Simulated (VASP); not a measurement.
# MgO (Fm-3m) in VASP: notebook

MgO is run at these levels: LDA, PBE, PBEsol; tasks: single point.

Program: VASP 6.6.1. These are calculated values, not measurements. Logs are shortened: lines on timing, memory, paths and dates and some standing lists are left out, and cuts for length are marked.

## 1. The cell of the first run

It takes space group Fm-3m (No. 225, cubic). The conventional cell has a = 4.182 Å, b = 4.182 Å, c = 4.182 Å, α = 90.00°, β = 90.00°, γ = 90.00°. Within 2.8 Å of Mg (site symmetry m-3m) lie 6 O at 2.09 Å. O (site symmetry m-3m) has 6 Mg at 2.09 Å within 2.8 Å.

## 2. Single point, LDA

Contents of INCAR:

```
SYSTEM = MgO
PREC = Accurate
ENCUT = 520
EDIFF = 1E-6
ISMEAR = 0
SIGMA = 0.01
LREAL = .FALSE.
LASPH = .TRUE.
NELM = 80
ALGO = Normal
ISIF = 2
LWAVE = .FALSE.
LCHARG = .FALSE.
GGA = CA
NBANDS = 11
```

Contents of KPOINTS:

```
Automatic mesh
0
G
  6 6 6
  0 0 0
```

Contents of POSCAR:

```
MgO
1.0
    0.0000000000      2.0908720000      2.0908720000
    2.0908720000      0.0000000000      2.0908720000
    2.0908720000      2.0908720000      0.0000000000
Mg O
1 1
Direct
    0.0000000000      0.0000000000      0.0000000000
    0.5000000000      0.5000000000      0.5000000000
```

Potentials or basis: VASP PAW LDA potentials, release 64 (Mg, O).

Run with:

```
cat potpaw_LDA.64/Mg/POTCAR potpaw_LDA.64/O/POTCAR > POTCAR
mpirun -np 1 vasp_std > vasp.out
```

OUTCAR:

```text
SYSTEM = MgO
   PREC = Accurate
   ENCUT = 520
   EDIFF = 1E-6
   ISMEAR = 0
   LREAL = .FALSE.
   LASPH = .TRUE.
   NELM = 80
   ISIF = 2
   GGA = CA

 ion  position               nearest neighbor table
   1  0.000  0.000  0.000-   2 2.09   2 2.09   2 2.09   2 2.09   2 2.09   2 2.09
   2  0.500  0.500  0.500-   1 2.09   1 2.09   1 2.09   1 2.09   1 2.09   1 2.09

  LATTYP: Found a face centered cubic cell.
 ALAT       =     4.1817440000

  Lattice vectors:

 A1 = (   0.0000000000,   2.0908720000,   2.0908720000)
 A2 = (   2.0908720000,   0.0000000000,   2.0908720000)
 A3 = (   2.0908720000,   2.0908720000,   0.0000000000)

Analysis of symmetry for initial positions (statically):
=====================================================================
 Subroutine PRICEL returns:
 Original cell was already a primitive cell.

 Routine SETGRP: Setting up the symmetry group for a
 face centered cubic supercell.

 Subroutine GETGRP returns: Found 48 space group operations
 (whereof 48 operations were pure point group operations)
 out of a pool of 48 trial point group operations.

The static configuration has the point symmetry O_h .

Analysis of symmetry for dynamics (positions and initial velocities):
=====================================================================
 Subroutine PRICEL returns:
 Original cell was already a primitive cell.

 Routine SETGRP: Setting up the symmetry group for a
 face centered cubic supercell.

 Subroutine GETGRP returns: Found 48 space group operations
 (whereof 48 operations were pure point group operations)
 out of a pool of 48 trial point group operations.

The dynamic configuration has the point symmetry O_h .

 Subroutine INISYM returns: Found 48 space group operations
 (whereof 48 operations are pure point group operations),
 and found     1 'primitive' translations

----------------------------------------------------------------------------------------

                                     Primitive cell

  volume of cell :      18.2815

  direct lattice vectors                    reciprocal lattice vectors
     0.000000000  2.090872000  2.090872000    -0.239134677  0.239134677  0.239134677
     2.090872000  0.000000000  2.090872000     0.239134677 -0.239134677  0.239134677
     2.090872000  2.090872000  0.000000000     0.239134677  0.239134677 -0.239134677

  length of vectors
     2.956939540  2.956939540  2.956939540     0.414193410  0.414193410  0.414193410

  position of ions in fractional coordinates (direct lattice)
     0.000000000  0.000000000  0.000000000
     0.500000000  0.500000000  0.500000000

  ion indices of the primitive-cell ions
   primitive index   ion index
                 1           1
                 2           2

----------------------------------------------------------------------------------------

 KPOINTS: Automatic mesh

Automatic generation of k-mesh.
 Grid dimensions read from file:
 generate k-points for:    6    6    6

 Generating k-lattice:

  Cartesian coordinates                     Fractional coordinates (reciprocal lattice)
    -0.039855779  0.039855779  0.039855779     0.166666667  0.000000000  0.000000000
     0.039855779 -0.039855779  0.039855779     0.000000000  0.166666667  0.000000000
     0.039855779  0.039855779 -0.039855779     0.000000000  0.000000000  0.166666667

  Length of vectors
     0.069032235  0.069032235  0.069032235

  Shift w.r.t. Gamma in fractional coordinates (k-lattice)
     0.000000000  0.000000000  0.000000000

 Subroutine IBZKPT returns following result:
 ===========================================

 Found     16 irreducible k-points:

 Following reciprocal coordinates:
            Coordinates               Weight
  0.000000  0.000000  0.000000      1.000000
  0.166667  0.000000  0.000000      8.000000
  0.333333  0.000000  0.000000      8.000000
  0.500000  0.000000  0.000000      4.000000
  0.166667  0.166667  0.000000      6.000000
  0.333333  0.166667  0.000000     24.000000
[... 8 lines left out ...]
 -0.333333  0.333333  0.166667     24.000000
 -0.333333  0.500000  0.166667     12.000000
   k-points           NKPTS =     16   k-points in BZ     NKDIM =     16   number of bands    NBANDS=     11
   number of dos      NEDOS =    301   number of ions     NIONS =      2
   total plane-waves  NPLWV =  13824
   dimension x,y,z NGX =    24 NGY =   24 NGZ =   24
   dimension x,y,z NGXF=    48 NGYF=   48 NGZF=   48
   ions per type =               1   1
   NGX,Y,Z   is equivalent  to a cutoff of  13.49, 13.49, 13.49 a.u.
   NGXF,Y,Z  is equivalent  to a cutoff of  26.99, 26.99, 26.99 a.u.
 SYSTEM =  MgO
   PREC   = accura    normal or accurate (medium, high low for compatibility)
   ISTART =      0    job   : 0-new  1-cont  2-samecut
   ICHARG =      2    charge: 1-file 2-atom 10-const
   ISPIN  =      1    spin polarized calculation?
   LNONCOLLINEAR =      F non collinear calculations
   LSORBIT =      F    spin-orbit coupling
   LASPH  =      T    aspherical Exc in radial PAW
   ENCUT  =  520.0 eV  38.22 Ry    6.18 a.u.   5.50  5.50  5.50*2*pi/ulx,y,z
   NELM   =     80;   NELMIN=  2; NELMDL= -5     # of ELM steps
   EDIFF  = 0.1E-05   stopping-criterion for ELM
   LREAL  =      F    real-space projection
   EDIFFG = 0.1E-04   stopping-criterion for IOM
   NSW    =      0    number of steps for IOM
   IBRION =     -1    ionic relax: 0-MD 1-quasi-New 2-CG
   NFREE  =      0    steps in history (QN), initial steepest desc. (CG)
   ISIF   =      2    stress and relaxation
   ISYM   =      2    0-nonsym 1-usesym 2-fastsym
   POTIM  = 0.5000    time-step for ionic-motion
   TEBEG  =    0.0;   TEEND  =   0.0 temperature during run
   PSTRESS=    0.0 pullay stress
   NELECT =       8.0000    total number of electrons
   NUPDOWN=      -1.0000    fix difference up-down
   EMIN   =  10.00;   EMAX   =-10.00  energy-range for DOS
   EFERMI =   0.00;   METHOD = LEGACY
   ISMEAR =     0;   SIGMA  =   0.01  broadening in eV -4-tet -1-fermi 0-gaus
   EFERMI_NEDOS =   21; number of points for ismear=-14 and -15
   IALGO  =     38    algorithm
   IMIX   =      4    mixing-type and parameters
     AMIX     =   0.40;   BMIX     =  1.00
     AMIX_MAG =   1.60;   BMIX_MAG =  1.00
  volume/ion in A,a.u.               =       9.14        61.68
  Fermi-wavevector in a.u.,A,eV,Ry     =   1.242894  2.348729 21.018078  1.544785
  Thomas-Fermi vector in A             =   2.377228
   LORBIT       =      0    0 simple, 1 ext, 2 COOP (PROOUT), +10 PAW based schemes
   GGA     = CA    functional components
   LHFCALC =     F    Hartree Fock is set to
   AEXX    =    0.0000 exact exchange contribution
   IVDW    =     0    specifies the selected vdW correction
   LEPSILON=     F    determine dielectric tensor
   LRPA    =     F    only Hartree local field effects (RPA)
 non-spin polarized calculation
 Gauss-broadening in eV      SIGMA  =   0.01
  energy-cutoff  :      520.00
  volume of cell :       18.28
 maximum number of plane-waves:       531
 NGX is ok and might be reduce to    24
   NGX = 11   NGY = 11   NGZ = 11

 number of electron       8.0000003 magnetization

 Free energy of the ion-electron system (eV)
  ---------------------------------------------------
  ext. energy  EPLUGINS =         0.00000000
  ---------------------------------------------------
  free energy    TOTEN  =       -13.43904825 eV

  energy without entropy =      -13.43904825  energy(sigma->0) =      -13.43904825

 E-fermi :   3.1697     XC(G=0): -11.6967

 val. band max:        3.0478182710   @ k =   0.0000   0.0000   0.0000
 cond. band min:       7.9179839576   @ k =   0.0000   0.0000   0.0000
 fundamental gap:      4.8701656866
 Fermi energy:         3.1696863011

 k-point     1 :       0.0000    0.0000    0.0000
  band No.  band energies     occupation
      1     -14.0699      2.00000
      2       3.0478      2.00000
      3       3.0478      2.00000
      4       3.0478      2.00000
      5       7.9180      0.00000
      6      18.6901      0.00000
      7      18.6901      0.00000
      8      18.6901      0.00000
      9      22.7716      0.00000
     10      24.4419      0.00000
     11      24.4419      0.00000

 k-point     2 :       0.1667    0.0000    0.0000
  band No.  band energies     occupation
      1     -13.7633      2.00000
      2       1.5029      2.00000
      3       2.8630      2.00000
      4       2.8630      2.00000
      5       9.3206      0.00000
      6      16.3922      0.00000
      7      19.2830      0.00000
      8      19.2830      0.00000
      9      23.1636      0.00000
     10      23.1636      0.00000
     11      25.3506      0.00000

 k-point     3 :       0.3333    0.0000    0.0000
  band No.  band energies     occupation
      1     -13.0667      2.00000
      2      -0.7472      2.00000
      3       2.5184      2.00000
      4       2.5184      2.00000
      5      10.7470      0.00000
      6      15.3420      0.00000
      7      19.5249      0.00000
      8      19.5249      0.00000
      9      23.8619      0.00000
     10      23.8619      0.00000
     11      24.4805      0.00000

 k-point     4 :       0.5000    0.0000    0.0000
  band No.  band energies     occupation
      1     -12.6599      2.00000
      2      -1.7490      2.00000
      3       2.3568      2.00000
      4       2.3568      2.00000
      5      10.9166      0.00000
      6      15.6929      0.00000
      7      19.2666      0.00000
      8      19.2666      0.00000
      9      23.9269      0.00000
     10      25.4727      0.00000
     11      25.4727      0.00000
[... 127 lines left out ...]
 k-point    14 :       0.5000    0.3333    0.1667
  band No.  band energies     occupation
      1     -12.6583      2.00000
      2      -0.6188      2.00000
      3       1.1117      2.00000
      4       1.9811      2.00000
      5      13.1107      0.00000
      6      14.0071      0.00000
      7      16.5459      0.00000
      8      20.2038      0.00000
      9      22.4473      0.00000
     10      25.9023      0.00000
     11      30.8736      0.00000

 k-point    15 :      -0.3333    0.3333    0.1667
  band No.  band energies     occupation
      1     -12.4095      2.00000
      2      -0.6861      2.00000
      3       0.4729      2.00000
      4       1.7213      2.00000
      5      13.5871      0.00000
      6      14.9699      0.00000
      7      15.7361      0.00000
      8      19.5290      0.00000
      9      23.8042      0.00000
     10      25.0074      0.00000
     11      30.8340      0.00000

 k-point    16 :      -0.3333    0.5000    0.1667
  band No.  band energies     occupation
      1     -12.3352      2.00000
      2      -0.6563      2.00000
      3       0.7073      2.00000
      4       1.3054      2.00000
      5      13.4757      0.00000
      6      14.4404      0.00000
      7      15.5171      0.00000
      8      19.5628      0.00000
      9      23.1994      0.00000
     10      27.6665      0.00000
     11      29.3371      0.00000

------------------------ aborting loop because EDIFF is reached ----------------------------------------

  FORCE on cell =-STRESS in cart. coord.  units (eV):
  Direction    XX          YY          ZZ          XY          YZ          ZX
  --------------------------------------------------------------------------------------
  -------------------------------------------------------------------------------------
  Total       -0.5007214     -0.5007214     -0.5007214      0.0000000     -0.0000000     -0.0000000
  in kB      -43.8828100    -43.8828100    -43.8828100      0.0000000     -0.0000000     -0.0000000
  external PRESSURE =     -43.8828100 kB  Pullay stress =       0.0000000 kB

 VOLUME and BASIS-vectors are now :
 -----------------------------------------------------------------------------
  energy-cutoff  :      520.00
  volume of cell :       18.28
      direct lattice vectors                 reciprocal lattice vectors
     0.000000000  2.090872000  2.090872000    -0.239134677  0.239134677  0.239134677
     2.090872000  0.000000000  2.090872000     0.239134677 -0.239134677  0.239134677
     2.090872000  2.090872000  0.000000000     0.239134677  0.239134677 -0.239134677

 POSITION                                       TOTAL-FORCE (eV/Angst)
 -----------------------------------------------------------------------------------
      0.00000      0.00000      0.00000        -0.000000     -0.000000     -0.000000
      2.09087      2.09087      2.09087         0.000000      0.000000      0.000000
 -----------------------------------------------------------------------------------
    total drift:                               -0.000000     -0.000000      0.000000

  FREE ENERGIE OF THE ION-ELECTRON SYSTEM (eV)
  ---------------------------------------------------
  free  energy   TOTEN  =       -13.4390482474 eV

  energy  without entropy=      -13.4390482474  energy(sigma->0) =      -13.43904825
```

It took 4.3 s on 1 thread of AMD EPYC 7R43 (Zen 3), shared host; peak memory 0.09 GiB.

What came out:

| Quantity | Value |
| --- | --- |
| Free energy | -13.4390 eV |
| Pressure | -4.4 GPa |
| Band gap on the k mesh | 4.87 eV, direct |

Caveat: the k points lie up to 0.43 Å⁻¹ apart. Expect the measured gap to be larger: semilocal functionals such as LDA lack the derivative discontinuity.

## 3. Single point, PBE

INCAR, as its differences from that of step 2:

```diff
@@ -12,4 +12,6 @@
 LWAVE = .FALSE.
-LCHARG = .FALSE.
-GGA = CA
+LCHARG = .TRUE.
+GGA = PE
+LELF = .TRUE.
+LVHAR = .TRUE.
 NBANDS = 11
```

Contents of KPOINTS:

```
regular mesh
0
G
  6 6 6
  0 0 0
```

POSCAR is that of step 2.

Potentials or basis: VASP PAW PBE potentials, release 64 (Mg, O).

Run with:

```
cat potpaw_PBE.64/Mg/POTCAR potpaw_PBE.64/O/POTCAR > POTCAR
mpirun -np 1 vasp_std > vasp.out
```

OUTCAR:

```text
SYSTEM = MgO
   PREC = Accurate
   ENCUT = 520
   EDIFF = 1E-6
   ISMEAR = 0
   LREAL = .FALSE.
   LASPH = .TRUE.
   NELM = 80
   ISIF = 2
   GGA = PE

 ion  position               nearest neighbor table
   1  0.000  0.000  0.000-   2 2.09   2 2.09   2 2.09   2 2.09   2 2.09   2 2.09
   2  0.500  0.500  0.500-   1 2.09   1 2.09   1 2.09   1 2.09   1 2.09   1 2.09

  LATTYP: Found a face centered cubic cell.
 ALAT       =     4.1817440000

  Lattice vectors:

 A1 = (   0.0000000000,   2.0908720000,   2.0908720000)
 A2 = (   2.0908720000,   0.0000000000,   2.0908720000)
 A3 = (   2.0908720000,   2.0908720000,   0.0000000000)

Analysis of symmetry for initial positions (statically):
=====================================================================
 Subroutine PRICEL returns:
 Original cell was already a primitive cell.

 Routine SETGRP: Setting up the symmetry group for a
 face centered cubic supercell.

 Subroutine GETGRP returns: Found 48 space group operations
 (whereof 48 operations were pure point group operations)
 out of a pool of 48 trial point group operations.

The static configuration has the point symmetry O_h .

Analysis of symmetry for dynamics (positions and initial velocities):
[... 164 lines left out ...]
      5       8.2922      0.00000
      6      19.2741      0.00000
      7      19.2741      0.00000
      8      19.2741      0.00000
      9      23.2485      0.00000
     10      25.0482      0.00000
     11      25.0482      0.00000
[... 197 lines left out ...]
 k-point    16 :      -0.3333    0.5000    0.1667
  band No.  band energies     occupation
      1     -12.3758      2.00000
      2      -0.2863      2.00000
      3       1.0580      2.00000
      4       1.6465      2.00000
      5      13.9924      0.00000
      6      15.0228      0.00000
      7      16.0267      0.00000
      8      20.1524      0.00000
      9      23.8496      0.00000
     10      28.3038      0.00000
     11      29.9207      0.00000

------------------------ aborting loop because EDIFF is reached ----------------------------------------

  FORCE on cell =-STRESS in cart. coord.  units (eV):
  Direction    XX          YY          ZZ          XY          YZ          ZX
  --------------------------------------------------------------------------------------
  -------------------------------------------------------------------------------------
  Total        0.8860500      0.8860500      0.8860500      0.0000000      0.0000000     -0.0000000
  in kB       77.6526856     77.6526856     77.6526856      0.0000000      0.0000000     -0.0000000
  external PRESSURE =      77.6526856 kB  Pullay stress =       0.0000000 kB

 VOLUME and BASIS-vectors are now :
 -----------------------------------------------------------------------------
  energy-cutoff  :      520.00
  volume of cell :       18.28
      direct lattice vectors                 reciprocal lattice vectors
     0.000000000  2.090872000  2.090872000    -0.239134677  0.239134677  0.239134677
     2.090872000  0.000000000  2.090872000     0.239134677 -0.239134677  0.239134677
     2.090872000  2.090872000  0.000000000     0.239134677  0.239134677 -0.239134677

 POSITION                                       TOTAL-FORCE (eV/Angst)
 -----------------------------------------------------------------------------------
      0.00000      0.00000      0.00000         0.000000     -0.000000      0.000000
      2.09087      2.09087      2.09087        -0.000000      0.000000      0.000000
 -----------------------------------------------------------------------------------
    total drift:                               -0.000000     -0.000000      0.000000

  FREE ENERGIE OF THE ION-ELECTRON SYSTEM (eV)
  ---------------------------------------------------
  free  energy   TOTEN  =       -11.8899895261 eV

  energy  without entropy=      -11.8899895261  energy(sigma->0) =      -11.88998953
```

Wall time 7.4 s (1 thread of AMD EPYC 7R43 (Zen 3), shared host); peak memory 0.1 GiB.

Results:

```
Free energy            : -11.8900 eV
Pressure               : 7.8 GPa
Band gap on the k mesh : 4.94 eV, direct
```

Caveat: the k points lie up to 0.43 Å⁻¹ apart.

[end of part 1 of 2]
